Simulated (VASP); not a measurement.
# SnSe2 (P1) in VASP: single point with PBEsol

Aim: the single point of SnSe2 with PBEsol.

Program: VASP 6.6.1. These are calculated values, not measurements. Logs are shortened: lines on timing, memory, paths and dates and some standing lists are left out, and cuts for length are marked.

**1. The cell of the first run**

The typed cell holds 3 atoms: a = 3.811 Å, b = 3.811 Å, c = 6.137 Å, α = 90.00°, β = 90.00°, γ = 120.00°.

**2. Single point, PBEsol (atom 2 (Se) moved by (-0.600, +0.300) A along x and z)**

INCAR

```
ALGO = Normal
EDIFF = 1E-7
ENCUT = 520
GGA = PS
ISIF = 2
ISMEAR = 0
LASPH = T
LCHARG = F
LREAL = F
LWAVE = F
NBANDS = 20
NELM = 100
PREC = Accurate
SIGMA = 0.05
```

KPOINTS

```
k-points
0
Gamma
  12 12 6
```

POSCAR

```
SnSe2
1.0
    3.8109987816      0.0000000000      0.0000000000
   -1.9054993908      3.3004217586      0.0000000000
    0.0000000000      0.0000000000      6.1370000000
Sn Se
1 2
Direct
    0.0000000000      0.0000000000      0.0000000000
    0.1758942906      0.6666666667      0.2988838195
    0.6666666667      0.3333333333      0.7500000000
```

Potentials or basis: VASP PAW PBE potentials, release 64 (Sn_d, Se).

Command:

```console
$ cat potpaw_PBE.64/Sn_d/POTCAR potpaw_PBE.64/Se/POTCAR > POTCAR
$ mpirun -np 1 vasp_std > vasp.out
```

OUTCAR:

```text
EDIFF = 1E-7
   ENCUT = 520
   GGA = PS
   ISIF = 2
   ISMEAR = 0
   LASPH = T
   LREAL = F
   NELM = 100
   PREC = Accurate

 ion  position               nearest neighbor table
   1  0.000  0.000  0.000-   2 2.51   3 2.68   3 2.68   3 2.68   2 2.93
   2  0.176  0.667  0.299-   1 2.51   1 2.93
   3  0.667  0.333  0.750-   1 2.68   1 2.68   1 2.68

  LATTYP: Found a hexagonal cell.
 ALAT       =     3.8109987816
 C/A-ratio  =     1.6103390087

  Lattice vectors:

 A1 = (   3.8109987816,   0.0000000000,   0.0000000000)
 A2 = (  -1.9054993908,   3.3004217586,   0.0000000000)
 A3 = (   0.0000000000,   0.0000000000,   6.1370000000)

Analysis of symmetry for initial positions (statically):
=====================================================================
 Subroutine PRICEL returns:
 Original cell was already a primitive cell.

 Routine SETGRP: Setting up the symmetry group for a
 hexagonal supercell.

 Subroutine GETGRP returns: Found  1 space group operations
 (whereof  1 operations were pure point group operations)
 out of a pool of 24 trial point group operations.

The static configuration has the point symmetry C_1 .

Analysis of symmetry for dynamics (positions and initial velocities):
=====================================================================
 Subroutine PRICEL returns:
 Original cell was already a primitive cell.

 Routine SETGRP: Setting up the symmetry group for a
 hexagonal supercell.

 Subroutine GETGRP returns: Found  1 space group operations
 (whereof  1 operations were pure point group operations)
 out of a pool of 24 trial point group operations.

The dynamic configuration has the point symmetry C_1 .

 Subroutine INISYM returns: Found  1 space group operations
 (whereof  1 operations are pure point group operations),
 and found     1 'primitive' translations

----------------------------------------------------------------------------------------

                                     Primitive cell

  volume of cell :      77.1906

  direct lattice vectors                    reciprocal lattice vectors
     3.810998782  0.000000000  0.000000000     0.262398405  0.151495789  0.000000000
    -1.905499391  3.300421759  0.000000000     0.000000000  0.302991579  0.000000000
     0.000000000  0.000000000  6.137000000     0.000000000  0.000000000  0.162946065

  length of vectors
     3.810998782  3.810998782  6.137000000     0.302991579  0.302991579  0.162946065

  position of ions in fractional coordinates (direct lattice)
     0.000000000  0.000000000  0.000000000
     0.175894291  0.666666667  0.298883819
     0.666666667  0.333333333  0.750000000

  ion indices of the primitive-cell ions
   primitive index   ion index
                 1           1
                 2           2
                 3           3

----------------------------------------------------------------------------------------

 KPOINTS: k-points

Automatic generation of k-mesh.
 Grid dimensions read from file:
 generate k-points for:   12   12    6

 Generating k-lattice:

  Cartesian coordinates                     Fractional coordinates (reciprocal lattice)
     0.021866534  0.012624649  0.000000000     0.083333333 -0.000000000  0.000000000
     0.000000000  0.025249298  0.000000000     0.000000000  0.083333333  0.000000000
     0.000000000  0.000000000  0.027157677     0.000000000  0.000000000  0.166666667

  Length of vectors
     0.025249298  0.025249298  0.027157677

  Shift w.r.t. Gamma in fractional coordinates (k-lattice)
     0.000000000  0.000000000  0.000000000

 Subroutine IBZKPT returns following result:
 ===========================================

 Found    436 irreducible k-points:

 Following reciprocal coordinates:
            Coordinates               Weight
  0.000000  0.000000  0.000000      1.000000
  0.083333  0.000000  0.000000      2.000000
  0.000000  0.083333  0.000000      2.000000
 -0.083333  0.083333  0.000000      2.000000
  0.166667  0.000000  0.000000      2.000000
  0.000000  0.166667  0.000000      2.000000
[... 16 lines left out ...]
  0.166667  0.083333  0.000000      2.000000
 -0.083333  0.250000  0.000000      2.000000
 [... further k-points ...]
   k-points           NKPTS =    436   k-points in BZ     NKDIM =    436   number of bands    NBANDS=     20
   number of dos      NEDOS =    301   number of ions     NIONS =      3
   total plane-waves  NPLWV =  37632
   dimension x,y,z NGX =    28 NGY =   28 NGZ =   48
   dimension x,y,z NGXF=    56 NGYF=   56 NGZF=   96
   ions per type =               1   2
   NGX,Y,Z   is equivalent  to a cutoff of  12.21, 12.21, 13.00 a.u.
   NGXF,Y,Z  is equivalent  to a cutoff of  24.43, 24.43, 26.01 a.u.
 SYSTEM =  unknown system
   PREC   = accura    normal or accurate (medium, high low for compatibility)
   ISTART =      0    job   : 0-new  1-cont  2-samecut
   ICHARG =      2    charge: 1-file 2-atom 10-const
   ISPIN  =      1    spin polarized calculation?
   LNONCOLLINEAR =      F non collinear calculations
   LSORBIT =      F    spin-orbit coupling
   LASPH  =      T    aspherical Exc in radial PAW
   ENCUT  =  520.0 eV  38.22 Ry    6.18 a.u.   7.09  7.09 11.41*2*pi/ulx,y,z
   NELM   =    100;   NELMIN=  2; NELMDL= -5     # of ELM steps
   EDIFF  = 0.1E-06   stopping-criterion for ELM
   LREAL  =      F    real-space projection
   EDIFFG = 0.1E-05   stopping-criterion for IOM
   NSW    =      0    number of steps for IOM
   IBRION =     -1    ionic relax: 0-MD 1-quasi-New 2-CG
   NFREE  =      0    steps in history (QN), initial steepest desc. (CG)
   ISIF   =      2    stress and relaxation
   ISYM   =      2    0-nonsym 1-usesym 2-fastsym
   POTIM  = 0.5000    time-step for ionic-motion
   TEBEG  =    0.0;   TEEND  =   0.0 temperature during run
   PSTRESS=    0.0 pullay stress
   NELECT =      26.0000    total number of electrons
   NUPDOWN=      -1.0000    fix difference up-down
   EMIN   =  10.00;   EMAX   =-10.00  energy-range for DOS
   EFERMI =   0.00;   METHOD = LEGACY
   ISMEAR =     0;   SIGMA  =   0.05  broadening in eV -4-tet -1-fermi 0-gaus
   EFERMI_NEDOS =   21; number of points for ismear=-14 and -15
   IALGO  =     38    algorithm
   IMIX   =      4    mixing-type and parameters
     AMIX     =   0.40;   BMIX     =  1.00
     AMIX_MAG =   1.60;   BMIX_MAG =  1.00
  volume/ion in A,a.u.               =      25.73       173.64
  Fermi-wavevector in a.u.,A,eV,Ry     =   1.139054  2.152501 17.652812  1.297445
  Thomas-Fermi vector in A             =   2.275758
   LORBIT       =      0    0 simple, 1 ext, 2 COOP (PROOUT), +10 PAW based schemes
   GGA     = PS    functional components
   LHFCALC =     F    Hartree Fock is set to
   AEXX    =    0.0000 exact exchange contribution
   IVDW    =     0    specifies the selected vdW correction
   LEPSILON=     F    determine dielectric tensor
   LRPA    =     F    only Hartree local field effects (RPA)
 non-spin polarized calculation
 Gauss-broadening in eV      SIGMA  =   0.05
  energy-cutoff  :      520.00
  volume of cell :       77.19
 maximum number of plane-waves:      2109
   NGX = 15   NGY = 15   NGZ = 23

 number of electron      26.0000006 magnetization

 Free energy of the ion-electron system (eV)
  ---------------------------------------------------
  ext. energy  EPLUGINS =         0.00000000
  ---------------------------------------------------
  free energy    TOTEN  =       -12.51211778 eV

  energy without entropy =      -12.51104254  energy(sigma->0) =      -12.51158016

 E-fermi :   4.6974     XC(G=0):  -9.7399

 val. band max:        4.6957569108   @ k =   0.0000   0.0833   0.0000
 cond. band min:       4.6988469725   @ k =   0.3333  -0.0000   0.5000
 fundamental gap:      0.0030900616
 Fermi energy:         4.6973896911

 k-point     1 :       0.0000    0.0000    0.0000
  band No.  band energies     occupation
      1     -17.1208      2.00000
      2     -17.0959      2.00000
      3     -17.0570      2.00000
      4     -17.0478      2.00000
      5     -17.0313      2.00000
      6      -9.8425      2.00000
[... 12 lines left out ...]
     19      13.0024      0.00000
     20      13.0703      0.00000

 k-point     2 :       0.0833    0.0000    0.0000
  band No.  band energies     occupation
      1     -17.1219      2.00000
      2     -17.0936      2.00000
      3     -17.0574      2.00000
      4     -17.0473      2.00000
      5     -17.0319      2.00000
      6      -9.7755      2.00000
[... 12 lines left out ...]
     19      12.6008      0.00000
     20      13.0531      0.00000

 k-point     3 :       0.0000    0.0833    0.0000
  band No.  band energies     occupation
      1     -17.1186      2.00000
      2     -17.0977      2.00000
      3     -17.0574      2.00000
      4     -17.0481      2.00000
      5     -17.0306      2.00000
      6      -9.7758      2.00000
[... 12 lines left out ...]
     19      12.3844      0.00000
     20      13.1167      0.00000

 k-point     4 :      -0.0833    0.0833    0.0000
  band No.  band energies     occupation
      1     -17.1216      2.00000
      2     -17.0949      2.00000
      3     -17.0591      2.00000
      4     -17.0466      2.00000
      5     -17.0301      2.00000
      6      -9.7786      2.00000
[... 12 lines left out ...]
     19      12.1218      0.00000
     20      13.1904      0.00000

 k-point     5 :       0.1667    0.0000    0.0000
  band No.  band energies     occupation
      1     -17.1261      2.00000
      2     -17.0876      2.00000
      3     -17.0586      2.00000
      4     -17.0454      2.00000
      5     -17.0329      2.00000
      6      -9.5800      2.00000
[... 12 lines left out ...]
     19      12.2254      0.00000
     20      13.0623      0.00000
[... 353 lines left out ...]
      6      -9.6511      2.00000
[... 12 lines left out ...]
     19      12.0184      0.00000
     20      13.1628      0.00000

 k-point    22 :      -0.1667    0.0833    0.0000
  band No.  band energies     occupation
      1     -17.1262      2.00000
      2     -17.0892      2.00000
      3     -17.0611      2.00000
      4     -17.0442      2.00000
      5     -17.0307      2.00000
      6      -9.6505      2.00000
[... 12 lines left out ...]
     19      11.9626      0.00000
     20      12.9658      0.00000

 k-point    23 :       0.1667    0.0833    0.0000
  band No.  band energies     occupation
      1     -17.1258      2.00000
      2     -17.0878      2.00000
      3     -17.0567      2.00000
      4     -17.0478      2.00000
      5     -17.0314      2.00000
      6      -9.3877      2.00000
[... 12 lines left out ...]
     19      12.1517      0.00000
     20      12.9779      0.00000

 k-point    24 :      -0.0833    0.2500    0.0000
  band No.  band energies     occupation
      1     -17.1176      2.00000
      2     -17.1030      2.00000
      3     -17.0631      2.00000
      4     -17.0493      2.00000
      5     -17.0179      2.00000
      6      -9.4048      2.00000
[... 12 lines left out ...]
     19      11.8915      0.00000
     20      13.6636      0.00000

 [... further k-points ...]
[... 5 lines left out ...]
  --------------------------------------------------------------------------------------
  -------------------------------------------------------------------------------------
  Total        0.4172917      0.3660165      0.3814168      0.1897418     -0.9632810      1.4298638
  in kB        8.6613581      7.5970833      7.9167332      3.9383046    -19.9939778     29.6784276
  external PRESSURE =       8.0583916 kB  Pullay stress =       0.0000000 kB

 VOLUME and BASIS-vectors are now :
 -----------------------------------------------------------------------------
  energy-cutoff  :      520.00
  volume of cell :       77.19
      direct lattice vectors                 reciprocal lattice vectors
     3.810998782  0.000000000  0.000000000     0.262398405  0.151495789  0.000000000
    -1.905499391  3.300421759  0.000000000     0.000000000  0.302991579  0.000000000
     0.000000000  0.000000000  6.137000000     0.000000000  0.000000000  0.162946065

 POSITION                                       TOTAL-FORCE (eV/Angst)
 -----------------------------------------------------------------------------------
      0.00000      0.00000      0.00000        -0.531799      0.647775      0.672267
     -0.60000      2.20028      1.83425         0.865301     -0.508674     -0.416122
      1.90550      1.10014      4.60275        -0.333502     -0.139101     -0.256145
 -----------------------------------------------------------------------------------
    total drift:                               -0.000117      0.000018      0.000123

  FREE ENERGIE OF THE ION-ELECTRON SYSTEM (eV)
  ---------------------------------------------------
  free  energy   TOTEN  =       -12.5121177845 eV

  energy  without entropy=      -12.5110425355  energy(sigma->0) =      -12.51158016
```

Wall time 11 min (1 thread of Oxide Virtual Turin-like, shared host); peak memory 0.66 GiB.

What came out:

| Item | Value |
| --- | --- |
| Free energy | -12.5121 eV |
| Pressure | 0.8 GPa |
| Largest force | 1.087 eV/Å |
| Band gap on the k mesh | zero (band 13 reaches 4.85 eV, above the bottom of band 14 at 4.14 eV) |

Forces in eV/Å, atoms in the order of the input:
```
Sn  -0.532  0.648  0.672
Se   0.865 -0.509 -0.416
Se  -0.334 -0.139 -0.256
```

Levels at points of the mesh, in eV from the Fermi level:
```
           k point  band 11  band 12  band 13  band 14  band 15  band 16
(0.00, 0.00, 0.00)    -0.94    -0.41     0.03     0.25     2.57     3.56
(0.50, 0.00, 0.00)    -3.11    -2.96    -0.85     0.76     2.79     4.44
(0.00, 0.50, 0.00)    -2.83    -2.35    -0.78     0.92     2.36     4.17
(0.50, 0.50, 0.00)    -2.95    -1.34    -0.49     0.28     2.23     3.73
(0.00, 0.00, 0.50)    -1.43    -0.60     0.07     1.66     2.48     3.55
(0.50, 0.00, 0.50)    -2.29    -1.26    -1.05    -0.56     1.99     3.47
(0.00, 0.50, 0.50)    -2.58    -1.50    -0.82     0.06     2.55     3.43
(0.50, 0.50, 0.50)    -2.81    -2.12    -0.95     0.62     3.38     4.10
```

Caveat: the cell differs from its parent crystal (atom 2 (Se) moved by (-0.600, +0.300) A along x and z); the PAW data sets were made with another functional, which shifts forces and pressure a little; spin-orbit coupling is left out, which moves the levels of the heavy elements.
